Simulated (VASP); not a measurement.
# CdSe (Pm-3m) in VASP: notebook

CdSe is run at these levels: PBEsol; tasks: single point.

Program: VASP 6.6.1. These are calculated values, not measurements. Logs are shortened: lines on timing, memory, paths and dates and some standing lists are left out, and cuts for length are marked.

**1. The cell of the first run**

The structure is cubic, space group Pm-3m (No. 221). The conventional cell has a = 3.533 Å, b = 3.533 Å, c = 3.533 Å, α = 90.00°, β = 90.00°, γ = 90.00°. Cd (site symmetry m-3m) has 8 Se at 3.06 Å and 6 Cd at 3.53 Å within 4.0 Å. Within 4.0 Å of Se (site symmetry m-3m) lie 8 Cd at 3.06 Å and 6 Se at 3.53 Å.

**2. Single point, PBEsol**

Contents of INCAR:

```
  PREC = Accurate
  ENCUT = 500
  EDIFF = 1E-6
  ISMEAR = -1
  SIGMA = 0.02
  LREAL = F
  LASPH = T
  NELM = 120
  ALGO = Normal
  ISIF = 2
  LWAVE = F
  LCHARG = T
  GGA = PS
  LELF = T
  LVHAR = T
  NBANDS = 16
  GGA_COMPAT = F
```

Contents of KPOINTS:

```
Automatic mesh
0
Gamma
  6 6 6
```

Contents of POSCAR:

```
CdSe
1.0
    3.5331017334      0.0000000000      0.0000000000
    0.0000000000      3.5331017334      0.0000000000
    0.0000000000      0.0000000000      3.5331017334
Cd Se
1 1
Direct
    0.0000000000      0.0000000000      0.0000000000
    0.5000000000      0.5000000000      0.5000000000
```

Potentials or basis: VASP PAW PBE potentials, release 64 (Cd, Se).

The run is started by

```sh
cat potpaw_PBE.64/Cd/POTCAR potpaw_PBE.64/Se/POTCAR > POTCAR
mpirun -np 1 vasp_std > vasp.out
```

OUTCAR:

```text
PREC = Accurate
   ENCUT = 500
   EDIFF = 1E-6
   ISMEAR = -1
   LREAL = F
   LASPH = T
   NELM = 120
   ISIF = 2
   GGA = PS

 ion  position               nearest neighbor table
   1  0.000  0.000  0.000-   2 3.06   2 3.06   2 3.06   2 3.06   2 3.06   2 3.06   2 3.06   2 3.06

   2  0.500  0.500  0.500-   1 3.06   1 3.06   1 3.06   1 3.06   1 3.06   1 3.06   1 3.06   1 3.06

  LATTYP: Found a simple cubic cell.
 ALAT       =     3.5331017334

  Lattice vectors:

 A1 = (   3.5331017334,   0.0000000000,   0.0000000000)
 A2 = (   0.0000000000,   3.5331017334,   0.0000000000)
 A3 = (   0.0000000000,   0.0000000000,   3.5331017334)

Analysis of symmetry for initial positions (statically):
=====================================================================
 Subroutine PRICEL returns:
 Original cell was already a primitive cell.

 Routine SETGRP: Setting up the symmetry group for a
 simple cubic supercell.

 Subroutine GETGRP returns: Found 48 space group operations
 (whereof 48 operations were pure point group operations)
 out of a pool of 48 trial point group operations.

The static configuration has the point symmetry O_h .

Analysis of symmetry for dynamics (positions and initial velocities):
=====================================================================
 Subroutine PRICEL returns:
 Original cell was already a primitive cell.

 Routine SETGRP: Setting up the symmetry group for a
 simple cubic supercell.

 Subroutine GETGRP returns: Found 48 space group operations
 (whereof 48 operations were pure point group operations)
 out of a pool of 48 trial point group operations.

The dynamic configuration has the point symmetry O_h .

 Subroutine INISYM returns: Found 48 space group operations
 (whereof 48 operations are pure point group operations),
 and found     1 'primitive' translations

----------------------------------------------------------------------------------------

                                     Primitive cell

  volume of cell :      44.1030

  direct lattice vectors                    reciprocal lattice vectors
     3.533101733  0.000000000  0.000000000     0.283037420  0.000000000  0.000000000
     0.000000000  3.533101733  0.000000000     0.000000000  0.283037420  0.000000000
     0.000000000  0.000000000  3.533101733     0.000000000  0.000000000  0.283037420

  length of vectors
     3.533101733  3.533101733  3.533101733     0.283037420  0.283037420  0.283037420

  position of ions in fractional coordinates (direct lattice)
     0.000000000  0.000000000  0.000000000
     0.500000000  0.500000000  0.500000000

  ion indices of the primitive-cell ions
   primitive index   ion index
                 1           1
                 2           2

----------------------------------------------------------------------------------------

 KPOINTS: Automatic mesh

Automatic generation of k-mesh.
 Grid dimensions read from file:
 generate k-points for:    6    6    6

 Generating k-lattice:

  Cartesian coordinates                     Fractional coordinates (reciprocal lattice)
     0.047172903  0.000000000  0.000000000     0.166666667  0.000000000  0.000000000
     0.000000000  0.047172903  0.000000000     0.000000000  0.166666667  0.000000000
     0.000000000  0.000000000  0.047172903     0.000000000  0.000000000  0.166666667

  Length of vectors
     0.047172903  0.047172903  0.047172903

  Shift w.r.t. Gamma in fractional coordinates (k-lattice)
     0.000000000  0.000000000  0.000000000

 Subroutine IBZKPT returns following result:
 ===========================================

 Found     20 irreducible k-points:

 Following reciprocal coordinates:
            Coordinates               Weight
  0.000000  0.000000  0.000000      1.000000
  0.166667  0.000000  0.000000      6.000000
  0.333333  0.000000  0.000000      6.000000
  0.500000  0.000000  0.000000      3.000000
  0.166667  0.166667  0.000000     12.000000
  0.333333  0.166667  0.000000     24.000000
[... 12 lines left out ...]
  0.500000  0.500000  0.333333      6.000000
  0.500000  0.500000  0.500000      1.000000
   k-points           NKPTS =     20   k-points in BZ     NKDIM =     20   number of bands    NBANDS=     16
   number of dos      NEDOS =    301   number of ions     NIONS =      2
   total plane-waves  NPLWV =  21952
   dimension x,y,z NGX =    28 NGY =   28 NGZ =   28
   dimension x,y,z NGXF=    56 NGYF=   56 NGZF=   56
   ions per type =               1   1
   NGX,Y,Z   is equivalent  to a cutoff of  13.18, 13.18, 13.18 a.u.
   NGXF,Y,Z  is equivalent  to a cutoff of  26.35, 26.35, 26.35 a.u.
 SYSTEM =  unknown system
   PREC   = accura    normal or accurate (medium, high low for compatibility)
   ISTART =      0    job   : 0-new  1-cont  2-samecut
   ICHARG =      2    charge: 1-file 2-atom 10-const
   ISPIN  =      1    spin polarized calculation?
   LNONCOLLINEAR =      F non collinear calculations
   LSORBIT =      F    spin-orbit coupling
   LASPH  =      T    aspherical Exc in radial PAW
   ENCUT  =  500.0 eV  36.75 Ry    6.06 a.u.   6.44  6.44  6.44*2*pi/ulx,y,z
   NELM   =    120;   NELMIN=  2; NELMDL= -5     # of ELM steps
   EDIFF  = 0.1E-05   stopping-criterion for ELM
   LREAL  =      F    real-space projection
   EDIFFG = 0.1E-04   stopping-criterion for IOM
   NSW    =      0    number of steps for IOM
   IBRION =     -1    ionic relax: 0-MD 1-quasi-New 2-CG
   NFREE  =      0    steps in history (QN), initial steepest desc. (CG)
   ISIF   =      2    stress and relaxation
   ISYM   =      2    0-nonsym 1-usesym 2-fastsym
   POTIM  = 0.5000    time-step for ionic-motion
   TEBEG  =    0.0;   TEEND  =   0.0 temperature during run
   PSTRESS=    0.0 pullay stress
   NELECT =      18.0000    total number of electrons
   NUPDOWN=      -1.0000    fix difference up-down
   EMIN   =  10.00;   EMAX   =-10.00  energy-range for DOS
   EFERMI =   0.00;   METHOD = LEGACY
   ISMEAR =    -1;   SIGMA  =   0.02  broadening in eV -4-tet -1-fermi 0-gaus
   EFERMI_NEDOS =   21; number of points for ismear=-14 and -15
   IALGO  =     38    algorithm
   IMIX   =      4    mixing-type and parameters
     AMIX     =   0.40;   BMIX     =  1.00
     AMIX_MAG =   1.60;   BMIX_MAG =  1.00
  volume/ion in A,a.u.               =      22.05       148.81
  Fermi-wavevector in a.u.,A,eV,Ry     =   1.214347  2.294783 20.063682  1.474639
  Thomas-Fermi vector in A             =   2.349770
   LORBIT       =      0    0 simple, 1 ext, 2 COOP (PROOUT), +10 PAW based schemes
   GGA     = PS    functional components
   LHFCALC =     F    Hartree Fock is set to
   AEXX    =    0.0000 exact exchange contribution
   IVDW    =     0    specifies the selected vdW correction
   LEPSILON=     F    determine dielectric tensor
   LRPA    =     F    only Hartree local field effects (RPA)
 non-spin polarized calculation
  energy-cutoff  :      500.00
  volume of cell :       44.10
 maximum number of plane-waves:      1141
 NGX is ok and might be reduce to    28
   NGX = 13   NGY = 13   NGZ = 13

 number of electron      17.9999995 magnetization

 Free energy of the ion-electron system (eV)
  ---------------------------------------------------
  ext. energy  EPLUGINS =         0.00000000
  ---------------------------------------------------
  free energy    TOTEN  =        -5.07509594 eV

  energy without entropy =       -5.06999205  energy(sigma->0) =       -5.07254400

 E-fermi :   3.3535     XC(G=0): -10.6741

 val. band max:        3.3342838061   @ k =   0.3333   0.3333   0.0000
 cond. band min:       3.3663021027   @ k =   0.5000   0.0000   0.0000
 fundamental gap:      0.0320182965
 Fermi energy:         3.3535426083

 k-point     1 :       0.0000    0.0000    0.0000
  band No.  band energies     occupation
      1     -10.4456      2.00000
      2      -5.3860      2.00000
      3      -5.3860      2.00000
      4      -4.9388      2.00000
      5      -4.9388      2.00000
      6      -4.9388      2.00000
[... 8 lines left out ...]
     15      13.9797      0.00000
     16      18.0087      0.00000

 k-point     2 :       0.1667    0.0000    0.0000
  band No.  band energies     occupation
      1     -10.2552      2.00000
      2      -5.3733      2.00000
      3      -5.3232      2.00000
      4      -4.9968      2.00000
      5      -4.9968      2.00000
      6      -4.9343      2.00000
[... 8 lines left out ...]
     15      13.1390      0.00000
     16      17.1569      0.00000

 k-point     3 :       0.3333    0.0000    0.0000
  band No.  band energies     occupation
      1      -9.8070      2.00000
      2      -5.3479      2.00000
      3      -5.2480      2.00000
      4      -5.1073      2.00000
      5      -5.1073      2.00000
      6      -4.9251      2.00000
[... 8 lines left out ...]
     15      14.9436      0.00000
     16      15.4924      0.00000

 k-point     4 :       0.5000    0.0000    0.0000
  band No.  band energies     occupation
      1      -9.5324      2.00000
      2      -5.3351      2.00000
      3      -5.2717      2.00000
      4      -5.1601      2.00000
      5      -5.1601      2.00000
      6      -4.9205      2.00000
[... 8 lines left out ...]
     15      14.0358      0.00000
     16      18.1688      0.00000

 k-point     5 :       0.1667    0.1667    0.0000
  band No.  band energies     occupation
      1     -10.0797      2.00000
      2      -5.3405      2.00000
      3      -5.2709      2.00000
      4      -5.0386      2.00000
      5      -5.0025      2.00000
      6      -4.9721      2.00000
[... 8 lines left out ...]
     15      13.9850      0.00000
     16      16.0399      0.00000

 k-point     6 :       0.3333    0.1667    0.0000
  band No.  band energies     occupation
      1      -9.6745      2.00000
      2      -5.3126      2.00000
      3      -5.1753      2.00000
      4      -5.0910      2.00000
      5      -5.0792      2.00000
      6      -4.9668      2.00000
[... 8 lines left out ...]
     15      15.6444      0.00000
     16      15.9409      0.00000

 k-point     7 :       0.5000    0.1667    0.0000
  band No.  band energies     occupation
      1      -9.4338      2.00000
      2      -5.2955      2.00000
      3      -5.1475      2.00000
      4      -5.1384      2.00000
      5      -5.0961      2.00000
      6      -4.9592      2.00000
[... 8 lines left out ...]
     15      15.8749      0.00000
     16      16.3636      0.00000

 k-point     8 :       0.3333    0.3333    0.0000
  band No.  band energies     occupation
      1      -9.3853      2.00000
      2      -5.2691      2.00000
      3      -5.0676      2.00000
      4      -5.0389      2.00000
      5      -4.9949      2.00000
      6      -4.9737      2.00000
[... 8 lines left out ...]
     15      14.5613      0.00000
     16      16.4912      0.00000

 k-point     9 :       0.5000    0.3333    0.0000
  band No.  band energies     occupation
      1      -9.2263      2.00000
      2      -5.2393      2.00000
      3      -5.0945      2.00000
      4      -5.0352      2.00000
      5      -4.8897      2.00000
      6      -4.8896      2.00000
[... 8 lines left out ...]
     15      14.6826      0.00000
     16      16.3867      0.00000
[... 96 lines left out ...]
 k-point    15 :       0.5000    0.3333    0.1667
  band No.  band energies     occupation
      1      -9.0773      2.00000
      2      -5.2565      2.00000
      3      -5.1697      2.00000
      4      -5.1143      2.00000
      5      -4.8707      2.00000
      6      -4.8682      2.00000
[... 8 lines left out ...]
     15      15.5373      0.00000
     16      16.0606      0.00000

 k-point    16 :       0.5000    0.5000    0.1667
  band No.  band energies     occupation
      1      -8.9461      2.00000
      2      -5.2036      2.00000
      3      -5.2036      2.00000
      4      -5.1016      2.00000
      5      -4.8648      2.00000
      6      -4.7667      2.00000
[... 8 lines left out ...]
     15      16.3818      0.00000
     16      16.3818      0.00000

 k-point    17 :       0.3333    0.3333    0.3333
  band No.  band energies     occupation
      1      -8.9207      2.00000
      2      -5.3445      2.00000
      3      -5.3445      2.00000
      4      -4.9372      2.00000
      5      -4.9316      2.00000
      6      -4.9316      2.00000
[... 8 lines left out ...]
     15      16.0782      0.00000
     16      16.0782      0.00000

 k-point    18 :       0.5000    0.3333    0.3333
  band No.  band energies     occupation
      1      -8.7356      2.00000
      2      -5.4263      2.00000
      3      -5.3451      2.00000
      4      -5.0443      2.00000
      5      -4.9253      2.00000
      6      -4.8292      2.00000
[... 8 lines left out ...]
     15      16.4498      0.00000
     16      18.4020      0.00000

 k-point    19 :       0.5000    0.5000    0.3333
  band No.  band energies     occupation
      1      -8.5340      2.00000
      2      -5.4259      2.00000
      3      -5.4259      2.00000
      4      -5.2572      2.00000
      5      -4.8751      2.00000
      6      -4.7623      2.00000
[... 8 lines left out ...]
     15      19.1965      0.00000
     16      19.1965      0.00000

 k-point    20 :       0.5000    0.5000    0.5000
  band No.  band energies     occupation
      1      -8.2700      2.00000
      2      -5.5226      2.00000
      3      -5.5226      2.00000
      4      -5.5226      2.00000
      5      -4.7600      2.00000
      6      -4.7600      2.00000
[... 8 lines left out ...]
     15      20.2256      0.00000
     16      20.2256      0.00000

------------------------ aborting loop because EDIFF is reached ----------------------------------------

  FORCE on cell =-STRESS in cart. coord.  units (eV):
  Direction    XX          YY          ZZ          XY          YZ          ZX
  --------------------------------------------------------------------------------------
  -------------------------------------------------------------------------------------
  Total       -0.6931076     -0.6931076     -0.6931076     -0.0000000     -0.0000000      0.0000000
  in kB      -25.1792502    -25.1792502    -25.1792502     -0.0000000     -0.0000000      0.0000000
  external PRESSURE =     -25.1792502 kB  Pullay stress =       0.0000000 kB

 VOLUME and BASIS-vectors are now :
 -----------------------------------------------------------------------------
  energy-cutoff  :      500.00
  volume of cell :       44.10
      direct lattice vectors                 reciprocal lattice vectors
     3.533101733  0.000000000  0.000000000     0.283037420  0.000000000  0.000000000
     0.000000000  3.533101733  0.000000000     0.000000000  0.283037420  0.000000000
     0.000000000  0.000000000  3.533101733     0.000000000  0.000000000  0.283037420

 POSITION                                       TOTAL-FORCE (eV/Angst)
 -----------------------------------------------------------------------------------
      0.00000      0.00000      0.00000         0.000000      0.000000      0.000000
      1.76655      1.76655      1.76655         0.000000      0.000000      0.000000
 -----------------------------------------------------------------------------------
    total drift:                               -0.000000      0.000000     -0.000000

  FREE ENERGIE OF THE ION-ELECTRON SYSTEM (eV)
  ---------------------------------------------------
  free  energy   TOTEN  =        -5.0750959412 eV

  energy  without entropy=       -5.0699920501  energy(sigma->0) =       -5.07254400
```

It took 24 s on 1 thread of Intel Xeon 8259CL, shared host; peak memory 0.16 GiB.

What came out:

```yaml
Free_energy: -5.0751 eV
Pressure: -2.5 GPa
Band_gap_on_the_k_mesh: zero (band 9 reaches 3.40 eV, above the bottom of band 10 at 2.09 eV)
```

Levels at points of the mesh, in eV from the Fermi level:
```csv
k point,band 5,band 6,band 7,band 8,band 9,band 10,band 11,band 12,band 13,band 14
"(0.00, 0.00, 0.00)",-8.29,-8.29,-1.66,-1.27,-1.27,-1.27,6.00,6.00,10.63,10.63
"(0.50, 0.00, 0.00)",-8.51,-8.27,-6.11,0.01,0.01,2.61,3.94,6.52,6.52,6.89
"(0.50, 0.50, 0.00)",-8.12,-8.07,-4.56,-4.56,-1.58,0.14,7.10,7.10,8.04,10.01
"(0.50, 0.50, 0.50)",-8.11,-8.11,-2.27,-2.27,-2.27,1.30,1.30,1.30,1.60,16.87
```

Caveat: the PAW data sets were made with another functional, which shifts forces and pressure a little.

(Part 1 of 2 ends here.)
